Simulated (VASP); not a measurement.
Here is a VASP 6.6.1 calculation.

File INCAR:

```
SYSTEM = Al2Cu
PREC = Accurate
ENCUT = 520
EDIFF = 1E-7
ISMEAR = 0
SIGMA = 0.15
LREAL = .FALSE.
LASPH = .TRUE.
NELM = 100
ALGO = Fast
ISIF = 2
LWAVE = .FALSE.
LCHARG = .TRUE.
GGA = PE
LELF = .TRUE.
LVHAR = .TRUE.
NBANDS = 16
```

KPOINTS

```
regular mesh
0
G
  10 10 14
  0 0 0
```

File POSCAR:

```
Al2Cu
1.0
    4.0663511639      0.0000000000      0.0000000000
    0.0000000000      4.0663511639      0.0000000000
    0.0000000000      0.0000000000      2.8847334069
Al Cu
2 1
Direct
    0.5000000000      0.0039076392      0.5000000000
    0.0000000000      0.4827718519      0.5000000000
    0.0000000000      0.0056558685      0.0000000000
```

Potentials or basis: VASP PAW PBE potentials, release 64 (Al, Cu).

Launch:

```console
$ cat potpaw_PBE.64/Al/POTCAR potpaw_PBE.64/Cu/POTCAR > POTCAR
$ mpirun -np 1 vasp_std > vasp.out
```

Task: What does it give for the pressure?

Result: 3.2 GPa.

Task: Estimate the largest force.

Result: 0.902 eV/Å.

Forces in eV/Å, atoms in the order of the input:
```
Al   0.000 -0.213  0.000
Al   0.000  0.902  0.000
Cu   0.000 -0.689  0.000
```
